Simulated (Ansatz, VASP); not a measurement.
# Tl: VASP beside Ansatz

```
Tl
1.0
    -1.74690    1.74690    1.94100
     1.74690   -1.74690    1.94100
     1.74690    1.74690   -1.94100
Tl
1
Direct
  0.00000 0.00000 0.00000
```

Change from the starting cell: strain -0.1000 x Voigt [1, 1, 0, 0, 0, 0], atoms carried along.

Alike in both runs: task single point; functional r2SCAN; k mesh 18 × 18 × 18; occupations gaussian, width 0.15 eV; no spin polarisation.

|  | VASP | Ansatz |
| --- | --- | --- |
| version | VASP 6.6.1 | Ansatz 0.2.0 |
| potentials or method | VASP PAW PBE potentials, release 64 (Tl_d), cutoff 520 eV | scalar-relativistic, plane waves, PAW |
| valence electrons in the cell | 13 | 13 |

Ansatz gave:

* gap on the k mesh at the Fermi level (eV): none
* pressure (GPa): 14.3
* traceless stress, the component that is largest in VASP (GPa): -0.51

**Question.** What did VASP give for the same quantities?

**Answer.** gap on the k mesh at the Fermi level (eV): none; pressure (GPa): 14.4; traceless stress, the component that is largest in VASP (GPa): -0.51.

VASP's potentials were made for PBE, not for r2SCAN. A gap of «none» marks a metal or a gap that the smearing closes.

Neither program's run includes spin-orbit coupling.
